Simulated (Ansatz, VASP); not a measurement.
# Two plane-wave programs on K

INCAR

```
PREC = Accurate
ENCUT = 600
EDIFF = 1E-6
ISMEAR = 0
SIGMA = 0.1
LREAL = False
LASPH = True
NELM = 60
ALGO = Fast
ISIF = 3
LWAVE = False
LCHARG = False
GGA = PS
IBRION = 2
NSW = 80
EDIFFG = -0.01
```

Contents of KPOINTS:

```
Automatic mesh
0
Gamma
  12 12 12
```

Contents of POSCAR:

```
K
1.0
   -2.6519418901      2.6519418901      2.4956187062
    2.6519418901     -2.6519418901      2.4956187062
    2.6519418901      2.6519418901     -2.4956187062
K
1
Direct
    0.0000000000      0.0000000000      0.0000000000
```

Input for Ansatz:

```yaml
crystal:
  lattice:
    - [-2.6519418901, 2.6519418901, 2.4956187062]
    - [2.6519418901, -2.6519418901, 2.4956187062]
    - [2.6519418901, 2.6519418901, -2.4956187062]
  atoms:
    - { symbol: K, position: [0.0, 0.0, 0.0] }
basis:
  ecutwfc: 420
kpoints:
  mp_grid: { grid: [12, 12, 12] }
hamiltonian:
  xc: pbesol
scf:
  occupations: { method: gaussian, width: 0.1 }
output:
  forces: true
  stress: true
  eigenvalues: true
  write_density: true
  write_potential: true
  elf: true
  volumetric_format: npy
relax:
  adjacent_minimum: "off"
  f_tol: 0.01
  max_steps: 60
  cell: { stress_tol: 0.1 }
```

Alike in both runs: task relaxation of cell and atoms; functional PBEsol; k mesh 12 × 12 × 12; occupations gaussian, width 0.1 eV; no spin polarisation.

|  | VASP | Ansatz |
| --- | --- | --- |
| version | VASP 6.6.1 | Ansatz 0.2.0 |
| potentials or method | VASP PAW PBE potentials, release 64 (K_sv), cutoff 600 eV | scalar-relativistic, plane waves, PAW |
| valence electrons in the cell | 9 | 9 |

```tsv
	VASP	Ansatz	Ansatz less VASP
gap on the k mesh at the Fermi level, each at its own relaxed structure (eV)	none	none	-
relaxed volume (Å³/atom)	71.08	70.20	-0.880
relaxed cell length with the largest relative difference (Å)	4.523	4.505	-0.0185
```

VASP's potentials were made for PBE, not for PBEsol. A gap of «none» marks a metal or a gap that the smearing closes.
